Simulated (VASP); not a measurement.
Set up this calculation in VASP 6.6.1, as the native input.

```
Task                   : single point
Functional             : PBE
Potentials or basis    : VASP PAW PBE potentials, release 64 (Mg, Sn_d, N)
Cutoff                 : 520 eV
k mesh                 : 5 × 5 × 2
Occupations            : gaussian, width 0.2 eV
Spin                   : no spin polarisation
Dipole correction      : no
Further INCAR settings : ALGO = Normal; EDIFF = 1e-06; NBANDS = 31
```

The structure of Mg3Sn2N2 lies in POSCAR:

```
Mg3Sn2N2
1.0
    3.3408005747      0.0000000000      0.0000000000
   -1.6704002874      2.8932181667      0.0000000000
    0.0000000000      0.0000000000     12.3112374171
Mg Sn N
3 2 2
Direct
    0.0000000000      0.0000000000      0.0000000000
    0.6666666667      0.3333333333      0.1689404502
    0.3333333333      0.6666666667      0.8310595498
    0.3333333333      0.6666666667      0.3941411903
    0.6666666667      0.3333333333      0.6058588097
    0.3333333333      0.6666666667      0.1088417262
    0.6666666667      0.3333333333      0.8911582738
```

One way to write it, as run:

INCAR

```
SYSTEM = Mg3Sn2N2
PREC     = Accurate       ! precision mode
ENCUT    = 520            ! plane-wave cutoff, eV
EDIFF    = 1E-6           ! SCF threshold, eV
ISMEAR   = 0              ! smearing method
SIGMA    = 0.2            ! smearing width, eV
LREAL    = .False.        ! projectors in reciprocal space
LASPH    = .True.         ! aspherical terms in the spheres
NELM     = 100            ! most SCF steps
ALGO     = Normal         ! electronic algorithm
ISIF     = 2              ! what is computed and relaxed
LWAVE    = .False.        ! write WAVECAR
LCHARG   = .False.        ! write CHGCAR
GGA      = PE             ! functional
NBANDS   = 31             ! bands
```

KPOINTS

```
regular mesh
0
Gamma
  5 5 2
  0 0 0
```

Potentials or basis: VASP PAW PBE potentials, release 64 (Mg, Sn_d, N).

Command:

```sh
$ cat potpaw_PBE.64/Mg/POTCAR potpaw_PBE.64/Sn_d/POTCAR potpaw_PBE.64/N/POTCAR > POTCAR
$ mpirun -np 1 vasp_std > vasp.out
```

Results of the run:

| Property | Result |
| --- | --- |
| Pressure | -0.2 GPa |
| Largest force | 0.036 eV/Å |
| Band gap on the k mesh | zero (band 22 reaches 7.09 eV, above the bottom of band 23 at 4.65 eV) |

Caveat: the k points lie up to 0.43 Å⁻¹ apart; spin-orbit coupling is left out, which moves the levels of the heavy elements.

Run time: 29 s on 1 thread of Intel(R) Xeon(R) 6975P-C (Granite Rapids) (shared host), peak memory 0.26 GiB.
